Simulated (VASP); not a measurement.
# Pt in VASP: single point with PBEsol

Aim: the single point of Pt with PBEsol.

Everything below comes from runs of VASP 6.6.1. Logs are shortened: lines on timing, memory, paths and dates and some standing lists are left out, and cuts for length are marked.

### Step 1. The cell of the first run

The typed cell holds 4 atoms: a = 5.131 Å, b = 5.131 Å, c = 4.684 Å, α = 90.00°, β = 90.00°, γ = 149.52°.

### Step 2. Single point, PBEsol

File INCAR:

```
PREC = Accurate
ENCUT = 520
EDIFF = 1E-6
ISMEAR = 0
SIGMA = 0.1
LREAL = False
LASPH = True
NELM = 100
ALGO = Normal
ISIF = 2
LWAVE = False
LCHARG = True
GGA = PS
LELF = True
LVHAR = True
NBANDS = 28
```

File KPOINTS:

```
Automatic mesh
0
Gamma
  6 6 4
```

File POSCAR:

```
Pt
1.0
    1.3485008390     -4.9504262771      0.0000000000
    1.3485008390      4.9504262771      0.0000000000
    0.0000000000      0.0000000000      4.6838118823
Pt
4
Direct
    0.1306793105      0.8693206895      0.9999766291
    0.6306793105      0.3693206895      0.5000233709
    0.8693206895      0.1306793105      0.0000233709
    0.3693206895      0.6306793105      0.4999766291
```

Potentials or basis: VASP PAW PBE potentials, release 64 (Pt).

Run with:

```
> cat potpaw_PBE.64/Pt/POTCAR > POTCAR
> mpirun -np 1 vasp_std > vasp.out
```

OUTCAR:

```text
PREC = Accurate
   ENCUT = 520
   EDIFF = 1E-6
   ISMEAR = 0
   LREAL = False
   LASPH = True
   NELM = 100
   ISIF = 2
   GGA = PS

 ion  position               nearest neighbor table
   1  0.131  0.869  1.000-   3 2.59   2 2.70   2 2.70   2 2.70   2 2.70   3 2.72   3 2.72   4 3.33
                             4 3.33
   2  0.631  0.369  0.500-   4 2.59   1 2.70   1 2.70   1 2.70   1 2.70   4 2.72   4 2.72   3 3.33
                             3 3.33
   3  0.869  0.131  0.000-   1 2.59   4 2.70   4 2.70   4 2.70   4 2.70   1 2.72   1 2.72   2 3.33
                             2 3.33
   4  0.369  0.631  0.500-   2 2.59   3 2.70   3 2.70   3 2.70   3 2.70   2 2.72   2 2.72   1 3.33
                             1 3.33

  LATTYP: Found a base centered orthorhombic cell.
 ALAT       =     2.6970016780
 B/A-ratio  =     3.6710591005
 C/A-ratio  =     1.7366736997

  Lattice vectors:

 A1 = (   1.3485008390,  -4.9504262771,   0.0000000000)
 A2 = (   1.3485008390,   4.9504262771,   0.0000000000)
 A3 = (   0.0000000000,   0.0000000000,   4.6838118823)

Analysis of symmetry for initial positions (statically):
=====================================================================
 Subroutine PRICEL returns:
 Original cell was already a primitive cell.

 Routine SETGRP: Setting up the symmetry group for a
 base centered orthorhombic supercell.

 Subroutine GETGRP returns: Found  8 space group operations
 (whereof  4 operations were pure point group operations)
 out of a pool of  8 trial point group operations.

The static configuration has the point symmetry C_2h.
 The point group associated with its full space group is D_2h.

Analysis of symmetry for dynamics (positions and initial velocities):
=====================================================================
 Subroutine PRICEL returns:
 Original cell was already a primitive cell.

 Routine SETGRP: Setting up the symmetry group for a
 base centered orthorhombic supercell.

 Subroutine GETGRP returns: Found  8 space group operations
 (whereof  4 operations were pure point group operations)
 out of a pool of  8 trial point group operations.

The dynamic configuration has the point symmetry C_2h.
 The point group associated with its full space group is D_2h.

 Subroutine INISYM returns: Found  8 space group operations
 (whereof  4 operations are pure point group operations),
 and found     1 'primitive' translations

----------------------------------------------------------------------------------------

                                     Primitive cell

  volume of cell :      62.5350

  direct lattice vectors                    reciprocal lattice vectors
     1.348500839 -4.950426277  0.000000000     0.370782120 -0.101001403  0.000000000
     1.348500839  4.950426277  0.000000000     0.370782120  0.101001403  0.000000000
     0.000000000  0.000000000  4.683811882     0.000000000  0.000000000  0.213501316

  length of vectors
     5.130806451  5.130806451  4.683811882     0.384292420  0.384292420  0.213501316

  position of ions in fractional coordinates (direct lattice)
     0.130679310  0.869320690  0.999976629
     0.630679310  0.369320690  0.500023371
     0.869320690  0.130679310  0.000023371
     0.369320690  0.630679310  0.499976629

  ion indices of the primitive-cell ions
   primitive index   ion index
                 1           1
                 2           2
                 3           3
                 4           4

----------------------------------------------------------------------------------------

 KPOINTS: Automatic mesh

Automatic generation of k-mesh.
 Grid dimensions read from file:
 generate k-points for:    6    6    4

 Generating k-lattice:

  Cartesian coordinates                     Fractional coordinates (reciprocal lattice)
     0.061797020 -0.016833567  0.000000000     0.166666667  0.000000000  0.000000000
     0.061797020  0.016833567  0.000000000     0.000000000  0.166666667  0.000000000
     0.000000000  0.000000000  0.053375329     0.000000000  0.000000000  0.250000000

  Length of vectors
     0.064048737  0.064048737  0.053375329

  Shift w.r.t. Gamma in fractional coordinates (k-lattice)
     0.000000000  0.000000000  0.000000000

 Subroutine IBZKPT returns following result:
 ===========================================

 Found     39 irreducible k-points:

 Following reciprocal coordinates:
            Coordinates               Weight
  0.000000  0.000000  0.000000      1.000000
  0.166667 -0.000000  0.000000      4.000000
  0.333333 -0.000000  0.000000      4.000000
  0.500000  0.000000  0.000000      2.000000
  0.166667  0.166667  0.000000      2.000000
  0.333333  0.166667  0.000000      4.000000
[... 16 lines left out ...]
  0.333333  0.333333  0.250000      4.000000
  0.500000  0.333333  0.250000      8.000000
 [... further k-points ...]
   k-points           NKPTS =     39   k-points in BZ     NKDIM =     39   number of bands    NBANDS=     28
   number of dos      NEDOS =    301   number of ions     NIONS =      4
   total plane-waves  NPLWV =  57600
   dimension x,y,z NGX =    40 NGY =   40 NGZ =   36
   dimension x,y,z NGXF=    80 NGYF=   80 NGZF=   72
   ions per type =               4
   NGX,Y,Z   is equivalent  to a cutoff of  12.96, 12.96, 12.78 a.u.
   NGXF,Y,Z  is equivalent  to a cutoff of  25.92, 25.92, 25.56 a.u.
 SYSTEM =  unknown system
   PREC   = accura    normal or accurate (medium, high low for compatibility)
   ISTART =      0    job   : 0-new  1-cont  2-samecut
   ICHARG =      2    charge: 1-file 2-atom 10-const
   ISPIN  =      1    spin polarized calculation?
   LNONCOLLINEAR =      F non collinear calculations
   LSORBIT =      F    spin-orbit coupling
   LASPH  =      T    aspherical Exc in radial PAW
   ENCUT  =  520.0 eV  38.22 Ry    6.18 a.u.   9.54  9.54  8.71*2*pi/ulx,y,z
   NELM   =    100;   NELMIN=  2; NELMDL= -5     # of ELM steps
   EDIFF  = 0.1E-05   stopping-criterion for ELM
   LREAL  =      F    real-space projection
   EDIFFG = 0.1E-04   stopping-criterion for IOM
   NSW    =      0    number of steps for IOM
   IBRION =     -1    ionic relax: 0-MD 1-quasi-New 2-CG
   NFREE  =      0    steps in history (QN), initial steepest desc. (CG)
   ISIF   =      2    stress and relaxation
   ISYM   =      2    0-nonsym 1-usesym 2-fastsym
   POTIM  = 0.5000    time-step for ionic-motion
   TEBEG  =    0.0;   TEEND  =   0.0 temperature during run
   PSTRESS=    0.0 pullay stress
   NELECT =      40.0000    total number of electrons
   NUPDOWN=      -1.0000    fix difference up-down
   EMIN   =  10.00;   EMAX   =-10.00  energy-range for DOS
   EFERMI =   0.00;   METHOD = LEGACY
   ISMEAR =     0;   SIGMA  =   0.10  broadening in eV -4-tet -1-fermi 0-gaus
   EFERMI_NEDOS =   21; number of points for ismear=-14 and -15
   IALGO  =     38    algorithm
   IMIX   =      4    mixing-type and parameters
     AMIX     =   0.40;   BMIX     =  1.00
     AMIX_MAG =   1.60;   BMIX_MAG =  1.00
  volume/ion in A,a.u.               =      15.63       105.50
  Fermi-wavevector in a.u.,A,eV,Ry     =   1.410545  2.665544 27.070674  1.989638
  Thomas-Fermi vector in A             =   2.532488
   LORBIT       =      0    0 simple, 1 ext, 2 COOP (PROOUT), +10 PAW based schemes
   GGA     = PS    functional components
   LHFCALC =     F    Hartree Fock is set to
   AEXX    =    0.0000 exact exchange contribution
   IVDW    =     0    specifies the selected vdW correction
   LEPSILON=     F    determine dielectric tensor
   LRPA    =     F    only Hartree local field effects (RPA)
 non-spin polarized calculation
 Gauss-broadening in eV      SIGMA  =   0.10
  energy-cutoff  :      520.00
  volume of cell :       62.54
 maximum number of plane-waves:      1701
 NGX is ok and might be reduce to    40
   NGX = 19   NGY = 19   NGZ = 17

 number of electron      39.9999999 magnetization

 Free energy of the ion-electron system (eV)
  ---------------------------------------------------
  ext. energy  EPLUGINS =         0.00000000
  ---------------------------------------------------
  free energy    TOTEN  =       -27.63095821 eV

  energy without entropy =      -27.61265194  energy(sigma->0) =      -27.62180507

 E-fermi :  10.5044     XC(G=0): -13.3680

 val. band max:       10.4892377826   @ k =   0.5000   0.5000   0.2500
 cond. band min:      10.5066079124   @ k =  -0.3333   0.1667   0.0000
 fundamental gap:      0.0173701299
 Fermi energy:        10.5044405128

 k-point     1 :       0.0000    0.0000    0.0000
  band No.  band energies     occupation
      1       0.5117      2.00000
      2       3.2035      2.00000
      3       3.2142      2.00000
      4       3.8280      2.00000
      5       3.9659      2.00000
      6       4.8030      2.00000
[... 20 lines left out ...]
     27      15.8695      0.00000
     28      21.8931      0.00000

 k-point     2 :       0.1667   -0.0000    0.0000
  band No.  band energies     occupation
      1       1.3425      2.00000
      2       3.9821      2.00000
      3       4.0543      2.00000
      4       4.2134      2.00000
      5       4.7358      2.00000
      6       5.0838      2.00000
[... 20 lines left out ...]
     27      18.0517      0.00000
     28      21.0973      0.00000

 k-point     3 :       0.3333   -0.0000    0.0000
  band No.  band energies     occupation
      1       3.2937      2.00000
      2       5.0258      2.00000
      3       5.0749      2.00000
      4       5.1726      2.00000
      5       5.3707      2.00000
      6       5.4960      2.00000
[... 20 lines left out ...]
     27      19.0435      0.00000
     28      20.5119      0.00000

 k-point     4 :       0.5000    0.0000    0.0000
  band No.  band energies     occupation
      1       4.5479      2.00000
      2       4.5479      2.00000
      3       4.8090      2.00000
      4       4.8090      2.00000
      5       5.3226      2.00000
      6       5.3226      2.00000
[... 578 lines left out ...]
     27      18.6559      0.00000
     28      24.4112      0.00000

 k-point    23 :       0.3333    0.3333    0.2500
  band No.  band energies     occupation
      1       3.9208      2.00000
      2       4.0227      2.00000
      3       4.3098      2.00000
      4       4.6784      2.00000
      5       5.0123      2.00000
      6       5.2803      2.00000
[... 20 lines left out ...]
     27      20.5774      0.00000
     28      21.7282      0.00000

 k-point    24 :       0.5000    0.3333    0.2500
  band No.  band energies     occupation
      1       2.8615      2.00000
      2       3.6560      2.00000
      3       4.6016      2.00000
      4       4.6882      2.00000
      5       5.0485      2.00000
      6       5.0970      2.00000
[... 20 lines left out ...]
     27      20.7010      0.00000
     28      21.6454      0.00000

 [... further k-points ...]
[... 5 lines left out ...]
  --------------------------------------------------------------------------------------
  -------------------------------------------------------------------------------------
  Total       -0.2831968     -0.3174420     -0.0501284      0.0000000      0.0000000      0.0000000
  in kB       -7.2556400     -8.1330164     -1.2843149      0.0000000      0.0000000      0.0000000
  external PRESSURE =      -5.5576571 kB  Pullay stress =       0.0000000 kB

 VOLUME and BASIS-vectors are now :
 -----------------------------------------------------------------------------
  energy-cutoff  :      520.00
  volume of cell :       62.54
      direct lattice vectors                 reciprocal lattice vectors
     1.348500839 -4.950426277  0.000000000     0.370782120 -0.101001403  0.000000000
     1.348500839  4.950426277  0.000000000     0.370782120  0.101001403  0.000000000
     0.000000000  0.000000000  4.683811882     0.000000000  0.000000000  0.213501316

 POSITION                                       TOTAL-FORCE (eV/Angst)
 -----------------------------------------------------------------------------------
      1.34850      3.65659      4.68370         0.000000      0.002658      0.002875
      1.34850     -1.29384      2.34202         0.000000      0.002658     -0.002875
      1.34850     -3.65659      0.00011         0.000000     -0.002658     -0.002875
      1.34850      1.29384      2.34180         0.000000     -0.002658      0.002875
 -----------------------------------------------------------------------------------
    total drift:                                0.000000      0.000000     -0.000000

  FREE ENERGIE OF THE ION-ELECTRON SYSTEM (eV)
  ---------------------------------------------------
  free  energy   TOTEN  =       -27.6309582120 eV

  energy  without entropy=      -27.6126519351  energy(sigma->0) =      -27.62180507
```

It took 64 s on 1 thread of Intel Xeon Platinum 8259CL at 2.50GHz (Skylake/Cascade Lake), shared host; peak memory 0.24 GiB.

Results:

```
Free energy            : -27.6310 eV
Pressure               : -0.6 GPa
Largest force          : 0.004 eV/Å
Band gap on the k mesh : zero (band 20 reaches 11.08 eV, above the bottom of band 21 at 9.06 eV)
```

Forces in eV/Å, atoms in the order of the input:
```
Pt   0.000  0.003  0.003
Pt   0.000  0.003 -0.003
Pt   0.000 -0.003 -0.003
Pt   0.000 -0.003  0.003
```

Stress tensor (GPa, compression positive):
```
-0.73  0.00  0.00
 0.00 -0.81  0.00
 0.00  0.00 -0.13
```

Levels at points of the mesh, in eV from the Fermi level:
```csv
k point,band 16,band 17,band 18,band 19,band 20,band 21,band 22,band 23,band 24,band 25
"(0.00, 0.00, 0.00)",-1.61,-1.22,-0.88,-0.65,-0.14,0.47,0.58,0.98,4.47,5.20
"(0.50, 0.00, 0.00)",-2.13,-1.40,-1.40,0.07,0.07,2.48,2.48,4.61,4.61,7.60
"(0.50, 0.50, 0.00)",-2.16,-1.24,-0.76,-0.15,0.32,0.38,0.68,2.74,3.40,5.29
"(0.00, 0.00, 0.50)",-1.74,-1.69,-1.69,-1.17,-1.17,-1.12,-1.12,3.10,3.10,4.62
"(0.50, 0.00, 0.50)",-1.05,0.48,0.48,0.58,0.58,2.10,2.10,3.09,3.09,5.33
"(0.50, 0.50, 0.50)",-2.03,-1.55,-1.55,-1.46,-1.46,-1.45,-1.45,0.08,0.08,12.46
```

Caveat: the k points lie up to 0.40 Å⁻¹ apart; the PAW data sets were made with another functional, which shifts forces and pressure a little; spin-orbit coupling is left out, which moves the levels of the heavy elements.
